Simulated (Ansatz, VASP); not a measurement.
CuAu: VASP beside Ansatz

```
Cu Au
1.0
     2.86373    0.00000    0.00000
     0.00000    2.86373    0.00000
     0.00000    0.00000    3.54318
Cu Au
1 1
Direct
  0.50000 0.50000 0.50000
  0.00000 0.00000 0.00000
```

Alike in both runs: functional r2SCAN; k mesh 14 × 14 × 12; occupations fermi-dirac, width 0.1 eV; no spin polarisation.

Ansatz relaxed the structure, and its values are those at the end. VASP's run is a single point on that final structure, the one shown.

|  | VASP | Ansatz |
| --- | --- | --- |
| version | VASP 6.6.1 | Ansatz 0.2.0 |
| potentials or method | VASP PAW PBE potentials, release 64 (Cu, Au) | PAW with Ansatz's default frozen-core files, scalar-relativistic |
| plane-wave cutoff (eV) | 520 | 500 |
| valence electrons in the cell | 22 | 38 |

VASP gave:

| Item | Value |
| --- | --- |
| pressure (GPa) | 0.4 |

**Question.** Which values does Ansatz return?

**Answer.** Pressure (GPa): 0.0.

VASP's potentials were made for PBE, not for r2SCAN. VASP's potentials hold 22 valence electrons a cell and Ansatz's 38, so a difference there can come from the potentials and not from the codes.

Neither program's run includes spin-orbit coupling.
